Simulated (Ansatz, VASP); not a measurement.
Au in VASP and in Ansatz

Contents of INCAR:

```
ALGO     = Normal         # electronic algorithm
EDIFF    = 1E-6           # SCF threshold, eV
ENCUT    = 500            # plane-wave cutoff, eV
GGA      = PE             # functional
GGA_COMPAT= F            
ISIF     = 2              # what is computed and relaxed
ISMEAR   = 0              # smearing method
LASPH    = T              # aspherical terms in the spheres
LCHARG   = F              # write CHGCAR
LREAL    = F              # projectors in reciprocal space
LWAVE    = F              # write WAVECAR
NBANDS   = 18             # bands
NELM     = 120            # most SCF steps
PREC     = Accurate       # precision mode
SIGMA    = 0.15           # smearing width, eV
```

The input KPOINTS:

```
k-points
0
Gamma
  18 18 10
```

File POSCAR:

```
Au
1.0
    2.9169619367      0.0000000000      0.0000000000
   -1.4584809683      2.5261631390      0.0000000000
    0.0000000000      0.0000000000      4.8900308251
Au
2
Direct
    0.2192348590      0.5831407864      0.7500000000
    0.7807651410      0.4168592136      0.2500000000
```

Input for Ansatz:

```yaml
crystal:
  lattice:
    - [2.9169619367, 0.0, 0.0]
    - [-1.4584809683, 2.526163139, 0.0]
    - [0.0, 0.0, 4.8900308251]
  atoms:
    - { symbol: Au, position: [0.219234859, 0.5831407864, 0.75] }
    - { symbol: Au, position: [0.780765141, 0.4168592136, 0.25] }
basis:
  ecutwfc: 420
kpoints:
  mp_grid: { grid: [18, 18, 10] }
hamiltonian:
  xc: pbe
scf:
  occupations: { method: gaussian, width: 0.15 }
output:
  forces: true
  stress: true
  eigenvalues: true
```

Change from the starting cell: mode 4 frozen in at -0.211 Å and mode 5 at -0.211 Å (largest displacements).

Alike in both runs: task single point; functional PBE; k mesh 18 × 18 × 10; occupations gaussian, width 0.15 eV; no spin polarisation.

|  | VASP | Ansatz |
| --- | --- | --- |
| version | VASP 6.6.1 | Ansatz 0.2.0 |
| potentials or method | VASP PAW PBE potentials, release 64 (Au), cutoff 500 eV | scalar-relativistic, plane waves, PAW |
| valence electrons in the cell | 22 | 38 |

|  | VASP | Ansatz | Ansatz less VASP |
| --- | --- | --- | --- |
| gap on the k mesh at the Fermi level (eV) | none | none | - |
| pressure (GPa) | 3.3 | 3.6 | +0.26 |
| traceless stress, the component that is largest in VASP (GPa) | 7.05 | 7.11 | +0.059 |
| rms of the force components (eV/Å) | 0.352 | 0.354 | +0.0022 |

Atom by atom the forces differ by 0.002 eV/Å (rms over components). A gap of «none» marks a metal or a gap that the smearing closes. With one functional, cell and mesh, what is left measures potentials, basis and numerics. VASP's potentials hold 22 valence electrons a cell and Ansatz's 38, so a difference there can come from the potentials and not from the codes.

Neither program's run includes spin-orbit coupling.
